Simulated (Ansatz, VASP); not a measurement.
# One calculation of CoSi, two programs

```
CELL_PARAMETERS angstrom
3.06277 0.00000 0.00000
-1.53138 2.65244 0.00000
0.00000 0.00000 2.46085
ATOMIC_POSITIONS crystal
Co 0.00000 0.00000 0.00000
Si 0.33333 0.66667 0.50000
```

Change from the starting cell: volume scaled by 0.8, LAPW.

Alike in both runs: task single point; functional PBE; k mesh 16 × 16 × 14; occupations fermi-dirac, width 0.05 eV; no spin polarisation.

|  | VASP | Ansatz |
| --- | --- | --- |
| version | VASP 6.6.1 | Ansatz 0.2.0 |
| potentials or method | VASP PAW PBE potentials, release 64 (Co, Si), cutoff 600 eV | all-electron LAPW, scalar-relativistic |

|  | VASP | Ansatz | Ansatz less VASP |
| --- | --- | --- | --- |
| pressure (GPa) | 62.4 | 62.3 | -0.03 |
| traceless stress, the component that is largest in VASP (GPa) | 0.13 | 0.02 | -0.102 |

Both programs put the cell under a high pressure, so it lies far from rest at this level. Ansatz ran all-electron here, and VASP with PAW potentials.

Noted on VASP's run: the cell as given lies far from equilibrium.
